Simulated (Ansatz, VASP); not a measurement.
**PbSe: VASP beside Ansatz**

```xyz
2
Lattice="0.0000 3.1222 3.1728 3.1222 0.0000 3.1728 3.1222 3.1222 0.0000" Properties=species:S:1:pos:R:3 pbc="T T T"
Pb    0.0000    0.0000    0.0000
Se    3.1222    3.1222    3.1728
```

Alike in both runs: task single point; functional PBE; dispersion D3(BJ); k mesh 10 × 10 × 10; occupations gaussian, width 0.03 eV; no spin polarisation.

|  | VASP | Ansatz |
| --- | --- | --- |
| version | VASP 6.6.1 | Ansatz 0.2.0 |
| potentials or method | VASP PAW PBE potentials, release 64 (Pb_d, Se), cutoff 520 eV | scalar-relativistic, plane waves, PAW |
| valence electrons in the cell | 20 | 30 |

```csv
,VASP,Ansatz,Ansatz less VASP
gap on the k mesh at the Fermi level (eV),0.51,0.51,-0.005
least direct gap on the mesh (eV),0.51,0.51,-0.005
pressure (GPa),-2.8,-2.7,+0.02
"traceless stress, the component that is largest in VASP (GPa)",-0.93,-0.93,+0.003
```

VASP's potentials hold 20 valence electrons a cell and Ansatz's 30, so a difference there can come from the potentials and not from the codes. Ansatz's warnings: dispersion switch in reach.

Neither program's run includes spin-orbit coupling.
